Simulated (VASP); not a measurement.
Here is a VASP 6.6.1 calculation.

The input INCAR:

```
SYSTEM = MgO
PREC     = Accurate       ! precision mode
ENCUT    = 520            ! plane-wave cutoff, eV
EDIFF    = 1E-6           ! SCF threshold, eV
ISMEAR   = 0              ! smearing method
SIGMA    = 0.05           ! smearing width, eV
LREAL    = .False.        ! projectors in reciprocal space
LASPH    = .True.         ! aspherical terms in the spheres
NELM     = 80             ! most SCF steps
ALGO     = Normal         ! electronic algorithm
ISIF     = 2              ! what is computed and relaxed
LWAVE    = .False.        ! write WAVECAR
LCHARG   = .False.        ! write CHGCAR
GGA      = PE             ! functional
NBANDS   = 16             ! bands
```

KPOINTS

```
Automatic mesh
0
Gamma
  9 9 6
  0 0 0
```

File POSCAR:

```
MgO
1.0
    3.5474000000      0.0000000000      0.0000000000
   -1.7737000000      3.0721385174      0.0000000000
    0.0000000000      0.0000000000      5.5313000000
Mg O
2 2
Direct
    0.3333333333      0.6666666667      0.0063188013
    0.6666666667      0.3333333333      0.5063188013
    0.3333333333      0.6666666667      0.3982811987
    0.6666666667      0.3333333333      0.8982811987
```

Potentials or basis: VASP PAW PBE potentials, release 64 (Mg, O).

Run with:

```bash
$ cat potpaw_PBE.64/Mg/POTCAR potpaw_PBE.64/O/POTCAR > POTCAR
$ mpirun -np 1 vasp_std > vasp.out
```

(1) What does it give for the pressure?

(2) What does it give for the band gap on the k mesh?

(3) Estimate the largest force.

## Answers

(1) -16.2 GPa.

(2) 2.37 eV.

(3) 0.119 eV/Å.

Caveat: the cell stands under tension; an odd mesh through Γ misses points on the zone boundary, where band edges can lie.
